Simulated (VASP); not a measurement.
Here is a VASP 6.6.1 calculation.

POSCAR

```
BPd3Br
1.0
    4.2073595100      0.0000000000      0.0000000000
    0.0000000000      4.2073595100      0.0000000000
    0.0000000000      0.0000000000      4.2073595100
B Pd Br
1 3 1
Direct
    0.5000000000      0.5000000000      0.5000000000
    0.0000000000      0.5000000000      0.5000000000
    0.5000000000      0.0000000000      0.5000000000
    0.5000000000      0.5000000000      0.0000000000
    0.0000000000      0.0000000000      0.0000000000
```

File INCAR.step1:

```
ALGO = Normal ; EDIFF = 1E-4
ENCUT = 520 ; GGA = PE
ISMEAR = 0 ; LASPH = T
LCHARG = F ; LREAL = F
LWAVE = T ; NBANDS = 28
NELM = 60 ; PREC = Accurate
SIGMA = 0.0151
```

File INCAR.step2:

```
ALGO = Normal ; EDIFF = 1E-6
ENCUT = 520 ; ISIF = 2
ISMEAR = 0 ; ISTART = 1
LASPH = T ; LCHARG = F
LMIXTAU = T ; LREAL = F
LWAVE = F ; METAGGA = R2SCAN
NBANDS = 28 ; NELM = 60
PREC = Accurate ; SIGMA = 0.0151
```

File KPOINTS:

```
k-points
0
Gamma
  6 6 6
```

Potentials or basis: VASP PAW PBE potentials, release 64 (B, Pd, Br).

Command:

```console
$ cat potpaw_PBE.64/B/POTCAR potpaw_PBE.64/Pd/POTCAR potpaw_PBE.64/Br/POTCAR > POTCAR
$ cp INCAR.step1 INCAR
$ mpirun -np 1 vasp_std > vasp.out
$ cp INCAR.step2 INCAR
$ mpirun -np 1 vasp_std > vasp.out
```

(1) What does it give for the band gap on the k mesh?

(2) Predict the pressure.

Results:

(1) zero (band 20 reaches 7.97 eV, above the bottom of band 21 at 7.87 eV).

(2) 5.5 GPa.

Caveat: the PAW data sets were made with another functional, which shifts forces and pressure a little.
